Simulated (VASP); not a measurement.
Runs of VASP 6.6.1 on NaH. The structure is that of space group Fm-3m (No. 225), or close to it. The cells are those of the table. 

```tsv
task	level	cell	k mesh for the DOS	occupations for the DOS	gap on the mesh (eV)	pressure (GPa)
single point	PBE	a = 3.371 Å, angles 60.0°, 2 atoms	-	-	3.83	(a)
single point	PBE	a = 3.417 Å, angles 60.0°, 2 atoms	-	-	3.76	0.0
single point	revPBE	a = 3.417 Å, angles 60.0°, 2 atoms	-	-	3.94	(c)
single point	PBE	a = 3.462 Å, angles 60.0°, 2 atoms	-	-	3.70	-0.9
single point	PBE	a = 3.440 Å, angles 60.0°, 2 atoms	-	-	3.73	(b)
```

Alike in all rows: potentials or basis VASP PAW PBE potentials, release 64 (Na_pv, H); no spin polarisation; k mesh 12 × 12 × 12; cutoff (eV) 520; smearing gaussian 0.05 eV.

Question: Estimate the missing entries.

Answer: (a) 1.0; (b) -0.5; (c) 1.2.

Caveats: the PAW data sets were made with another functional, which shifts forces and pressure a little (some runs).

A k mesh can miss the band edges.
